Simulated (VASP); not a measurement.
Here is a VASP 6.6.1 calculation.

File INCAR:

```
SYSTEM = MoS2
  ALGO = Normal
  EDIFF = 1E-6
  ENCUT = 520
  GGA = PS
  ISIF = 2
  ISMEAR = -1
  IVDW = 12
  LASPH = .TRUE.
  LCHARG = .FALSE.
  LREAL = .FALSE.
  LWAVE = .FALSE.
  NBANDS = 35
  NELM = 80
  PREC = Accurate
  SIGMA = 0.05
```

Contents of KPOINTS:

```
k-points
0
G
  10 10 2
  0 0 0
```

Contents of POSCAR:

```
MoS2
1.0
    3.1415018360      0.0000000000      0.0000000000
   -1.5707509180      2.7206203960      0.0000000000
    0.0000000000      0.0000000000     21.3776537535
Mo S
2 4
Direct
    0.3333333333      0.6666666667      0.8511602300
    0.6666666667      0.3333333333      0.1488397700
    0.6666666667      0.3333333333      0.7796253900
    0.3333333333      0.6666666667      0.0772510000
    0.6666666667      0.3333333333      0.9227490000
    0.3333333333      0.6666666667      0.2203746100
```

Potentials or basis: VASP PAW PBE potentials, release 64 (Mo_sv, S).

Run with:

```bash
$ cat potpaw_PBE.64/Mo_sv/POTCAR potpaw_PBE.64/S/POTCAR > POTCAR
$ mpirun -np 1 vasp_std > vasp.out
```

Problem. Predict the largest force.

Solution. 0.619 eV/Å.

Problem. What does it give for the band gap on the k mesh?

Solution. 1.45 eV, indirect (least direct gap 2.01 eV).

Forces in eV/Å, atoms in the order of the input:
```
Mo   0.000  0.000  0.083
Mo   0.000  0.000 -0.083
S    0.000  0.000 -0.513
S    0.000  0.000 -0.619
S    0.000  0.000  0.619
S    0.000  0.000  0.513
```

Caveat: the PAW data sets were made with another functional, which shifts forces and pressure a little.
